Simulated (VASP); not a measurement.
# Cs (Fd-3m) in VASP: single point with BLYP

Aim: the single point of Cs with BLYP.

Program: VASP 6.6.1. These are calculated values, not measurements. Logs are shortened: lines on timing, memory, paths and dates and some standing lists are left out, and cuts for length are marked.

### 1 The cell of the first run

The structure is cubic, space group Fd-3m (No. 227). The conventional cell has a = 12.073 Å, b = 12.073 Å, c = 12.073 Å, α = 90.00°, β = 90.00°, γ = 90.00°.

This isn't the form of Cs at room conditions, which is bcc.

### 2 Single point, BLYP

The input, INCAR:

```
PREC = Accurate
ENCUT = 520
EDIFF = 1E-6
ISMEAR = -1
SIGMA = 0.1
LREAL = False
LASPH = True
NELM = 80
ALGO = Normal
ISIF = 2
LWAVE = False
LCHARG = False
GGA = B5
ALDAX = 1.0
AGGAX = 1.0
AGGAC = 1.0
ALDAC = 0.0
NBANDS = 16
```

The input, KPOINTS:

```
regular mesh
0
Gamma
  8 8 8
```

The input, POSCAR:

```
Cs
1.0
    0.0000000000      6.0367311139      6.0367311139
    6.0367311139      0.0000000000      6.0367311139
    6.0367311139      6.0367311139      0.0000000000
Cs
2
Direct
    0.1250000000      0.1250000000      0.1250000000
    0.8750000000      0.8750000000      0.8750000000
```

Potentials or basis: VASP PAW PBE potentials, release 64 (Cs_sv).

Started as:

```sh
cat potpaw_PBE.64/Cs_sv/POTCAR > POTCAR
mpirun -np 1 vasp_std > vasp.out
```

OUTCAR:

```text
PREC = Accurate
   ENCUT = 520
   EDIFF = 1E-6
   ISMEAR = -1
   LREAL = False
   LASPH = True
   NELM = 80
   ISIF = 2
   GGA = B5

 ion  position               nearest neighbor table
   1  0.125  0.125  0.125-
   2  0.875  0.875  0.875-

  LATTYP: Found a face centered cubic cell.
 ALAT       =    12.0734622278

  Lattice vectors:

 A1 = (   0.0000000000,   6.0367311139,   6.0367311139)
 A2 = (   6.0367311139,   0.0000000000,   6.0367311139)
 A3 = (   6.0367311139,   6.0367311139,   0.0000000000)

Analysis of symmetry for initial positions (statically):
=====================================================================
 Subroutine PRICEL returns:
 Original cell was already a primitive cell.

 Routine SETGRP: Setting up the symmetry group for a
 face centered cubic supercell.

 Subroutine GETGRP returns: Found 48 space group operations
 (whereof 12 operations were pure point group operations)
 out of a pool of 48 trial point group operations.

The static configuration has the point symmetry D_3d.
 The point group associated with its full space group is O_h .

Analysis of symmetry for dynamics (positions and initial velocities):
=====================================================================
 Subroutine PRICEL returns:
 Original cell was already a primitive cell.

 Routine SETGRP: Setting up the symmetry group for a
 face centered cubic supercell.

 Subroutine GETGRP returns: Found 48 space group operations
 (whereof 12 operations were pure point group operations)
 out of a pool of 48 trial point group operations.

The dynamic configuration has the point symmetry D_3d.
 The point group associated with its full space group is O_h .

 Subroutine INISYM returns: Found 48 space group operations
 (whereof 12 operations are pure point group operations),
 and found     1 'primitive' translations

----------------------------------------------------------------------------------------

                                     Primitive cell

  volume of cell :     439.9826

  direct lattice vectors                    reciprocal lattice vectors
     0.000000000  6.036731114  6.036731114    -0.082826283  0.082826283  0.082826283
     6.036731114  0.000000000  6.036731114     0.082826283 -0.082826283  0.082826283
     6.036731114  6.036731114  0.000000000     0.082826283  0.082826283 -0.082826283

  length of vectors
     8.537227014  8.537227014  8.537227014     0.143459330  0.143459330  0.143459330
[... 79 lines left out ...]
   ENCUT  =  520.0 eV  38.22 Ry    6.18 a.u.  15.87 15.87 15.87*2*pi/ulx,y,z
   NELM   =     80;   NELMIN=  2; NELMDL= -5     # of ELM steps
   EDIFF  = 0.1E-05   stopping-criterion for ELM
   LREAL  =      F    real-space projection
   EDIFFG = 0.1E-04   stopping-criterion for IOM
   NSW    =      0    number of steps for IOM
   IBRION =     -1    ionic relax: 0-MD 1-quasi-New 2-CG
   NFREE  =      0    steps in history (QN), initial steepest desc. (CG)
   ISIF   =      2    stress and relaxation
   ISYM   =      2    0-nonsym 1-usesym 2-fastsym
   POTIM  = 0.5000    time-step for ionic-motion
   TEBEG  =    0.0;   TEEND  =   0.0 temperature during run
   PSTRESS=    0.0 pullay stress
   NELECT =      18.0000    total number of electrons
   NUPDOWN=      -1.0000    fix difference up-down
   EMIN   =  10.00;   EMAX   =-10.00  energy-range for DOS
   EFERMI =   0.00;   METHOD = LEGACY
   ISMEAR =    -1;   SIGMA  =   0.10  broadening in eV -4-tet -1-fermi 0-gaus
   EFERMI_NEDOS =   21; number of points for ismear=-14 and -15
   IALGO  =     38    algorithm
   IMIX   =      4    mixing-type and parameters
     AMIX     =   0.40;   BMIX     =  1.00
     AMIX_MAG =   1.60;   BMIX_MAG =  1.00
  volume/ion in A,a.u.               =     219.99      1484.57
  Fermi-wavevector in a.u.,A,eV,Ry     =   0.564097  1.065989  4.329449  0.318205
  Thomas-Fermi vector in A             =   1.601514
   LORBIT       =      0    0 simple, 1 ext, 2 COOP (PROOUT), +10 PAW based schemes
   GGA     = B5    functional components
   LHFCALC =     F    Hartree Fock is set to
   AEXX    =    0.0000 exact exchange contribution
   IVDW    =     0    specifies the selected vdW correction
   LEPSILON=     F    determine dielectric tensor
   LRPA    =     F    only Hartree local field effects (RPA)
 non-spin polarized calculation
  energy-cutoff  :      520.00
  volume of cell :      439.98
 maximum number of plane-waves:     11868
   NGX = 31   NGY = 31   NGZ = 31

 number of electron      18.0000004 magnetization

 Free energy of the ion-electron system (eV)
  ---------------------------------------------------
  ext. energy  EPLUGINS =         0.00000000
  ---------------------------------------------------
  free energy    TOTEN  =        -0.87203611 eV

  energy without entropy =       -0.81558969  energy(sigma->0) =       -0.84381290

 E-fermi :  -0.3513     XC(G=0):  -3.3419

 val. band max:       -0.3551075919   @ k =   0.5000   0.5000   0.0000
 cond. band min:      -0.3439255549   @ k =  -0.3750   0.5000   0.1250
 fundamental gap:      0.0111820370
 Fermi energy:        -0.3512721494

 k-point     1 :       0.0000    0.0000    0.0000
  band No.  band energies     occupation
      1     -24.5682      2.00000
      2     -24.5607      2.00000
      3     -11.4325      2.00000
      4     -11.4325      2.00000
      5     -11.4325      2.00000
      6     -11.3746      2.00000
[... 433 lines left out ...]
      3     -11.4429      2.00000
      4     -11.4401      2.00000
      5     -11.4193      2.00000
      6     -11.3886      2.00000
[... 8 lines left out ...]
     15       1.1764      0.00000
     16       1.5347      0.00000

 [... further k-points ...]

------------------------ aborting loop because EDIFF is reached ----------------------------------------

  FORCE on cell =-STRESS in cart. coord.  units (eV):
  Direction    XX          YY          ZZ          XY          YZ          ZX
  --------------------------------------------------------------------------------------
  -------------------------------------------------------------------------------------
  Total        0.0503379      0.0503379      0.0503379      0.0000000      0.0000000      0.0000000
  in kB        0.1833032      0.1833032      0.1833032      0.0000000      0.0000000      0.0000000
  external PRESSURE =       0.1833032 kB  Pullay stress =       0.0000000 kB

 VOLUME and BASIS-vectors are now :
 -----------------------------------------------------------------------------
  energy-cutoff  :      520.00
  volume of cell :      439.98
      direct lattice vectors                 reciprocal lattice vectors
     0.000000000  6.036731114  6.036731114    -0.082826283  0.082826283  0.082826283
     6.036731114  0.000000000  6.036731114     0.082826283 -0.082826283  0.082826283
     6.036731114  6.036731114  0.000000000     0.082826283  0.082826283 -0.082826283

 POSITION                                       TOTAL-FORCE (eV/Angst)
 -----------------------------------------------------------------------------------
      1.50918      1.50918      1.50918         0.000000      0.000000      0.000000
     10.56428     10.56428     10.56428        -0.000000     -0.000000     -0.000000
 -----------------------------------------------------------------------------------
    total drift:                                0.000000      0.000000      0.000000

  FREE ENERGIE OF THE ION-ELECTRON SYSTEM (eV)
  ---------------------------------------------------
  free  energy   TOTEN  =        -0.8720361106 eV

  energy  without entropy=       -0.8155896941  energy(sigma->0) =       -0.84381290
```

OSZICAR:

```text
N       E                     dE             d eps       ncg     rms          rms(c)
DAV:   1     0.148936629358E+03    0.14894E+03   -0.51871E+03   936   0.735E+02
DAV:   2     0.253814573526E+02   -0.12356E+03   -0.11847E+03  1544   0.140E+02
DAV:   3     0.113274545560E+00   -0.25268E+02   -0.25083E+02  1152   0.660E+01
DAV:   4    -0.860043120807E+00   -0.97332E+00   -0.97315E+00  1288   0.150E+01
DAV:   5    -0.869381274928E+00   -0.93382E-02   -0.93379E-02  1264   0.152E+00    0.359E-01
DAV:   6    -0.868169234704E+00    0.12120E-02   -0.81394E-03  1336   0.399E-01    0.201E-01
DAV:   7    -0.870138438519E+00   -0.19692E-02   -0.64639E-03  1224   0.311E-01    0.728E-02
DAV:   8    -0.871723439067E+00   -0.15850E-02   -0.16869E-03  1184   0.105E-01    0.302E-02
DAV:   9    -0.871992183735E+00   -0.26874E-03   -0.65580E-04  1232   0.949E-02    0.249E-02
DAV:  10    -0.872020795460E+00   -0.28612E-04   -0.11020E-04  1248   0.405E-02    0.565E-03
DAV:  11    -0.872033547520E+00   -0.12752E-04   -0.21014E-05  1272   0.136E-02    0.294E-03
DAV:  12    -0.872035810540E+00   -0.22630E-05   -0.25023E-06  1024   0.562E-03    0.699E-04
DAV:  13    -0.872036110645E+00   -0.30010E-06   -0.35538E-07  1016   0.304E-03
   1 F= -.87203611E+00 E0= -.84381290E+00  d E =-.564464E-01
```

stdout:

```text
POSCAR found type information on POSCAR Cs
 POSCAR found :  1 types and       2 ions
 scaLAPACK will be used
 -----------------------------------------------------------------------------
|                                                                             |
|                                                                             |
|     You enforced a specific xc type in the INCAR file but a different       |
|     I HOPE YOU KNOW WHAT YOU ARE DOING!                                     |
|                                                                             |
 -----------------------------------------------------------------------------

 LDA part: xc-table for (Slater(with rela. corr.)+VWN5), standard interpolation
 POSCAR, INCAR and KPOINTS ok, starting setup
 FFT: planning ... GRIDC
 FFT: planning ... GRID_SOFT
 FFT: planning ... GRID
 WAVECAR not read
 entering main loop
```

It took 3.3 min on 1 thread of AMD EPYC 7R13 (Zen 3), shared host; peak memory 0.6 GiB.

Results:

* Free energy: -0.8720 eV
* Pressure: 0.0 GPa
* Band gap on the k mesh: zero (bands 9 and 10 overlap by 0.02 eV)

Caveat: the PAW data sets were made with another functional, which shifts forces and pressure a little; spin-orbit coupling is left out, which moves the levels of the heavy elements.
